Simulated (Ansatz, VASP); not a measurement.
# Al2O3: VASP beside Ansatz

```
Al O
1.0
     3.01748    0.00000    0.00000
    -1.50874    2.61322    0.00000
     0.00000    0.00000    6.96867
Al O
2 3
Cartesian
  0.0000 0.0000 1.9369
  0.0000 0.0000 5.0317
  0.0000 1.7421 1.3899
  1.5087 0.8711 5.5787
  0.0000 0.0000 3.4843
```

Change from the starting cell: strain +0.000 along x and y, -0.080 along z, atoms carried along.

Alike in both runs: task single point; functional LDA; k mesh 12 × 12 × 4; occupations gaussian, width 0.05 eV; no spin polarisation.

|  | VASP | Ansatz |
| --- | --- | --- |
| version | VASP 6.6.1 | Ansatz 0.2.0 |
| potentials or method | VASP PAW LDA potentials, release 64 (Al, O), cutoff 520 eV | scalar-relativistic, plane waves, PAW |
| valence electrons in the cell | 24 | 24 |

```tsv
	VASP	Ansatz	Ansatz less VASP
gap on the k mesh at the Fermi level (eV)	3.61	3.62	+0.020
least direct gap on the mesh (eV)	3.61	3.62	+0.020
pressure (GPa)	12.6	11.2	-1.38
traceless stress, the component that is largest in VASP (GPa)	38.02	36.57	-1.453
rms of the force components (eV/Å)	1.907	1.806	-0.1012
```

LDA's correlation is that of Perdew and Zunger in VASP and of Perdew and Wang (1992) in Ansatz. Atom by atom the forces differ by 0.102 eV/Å (rms over components).
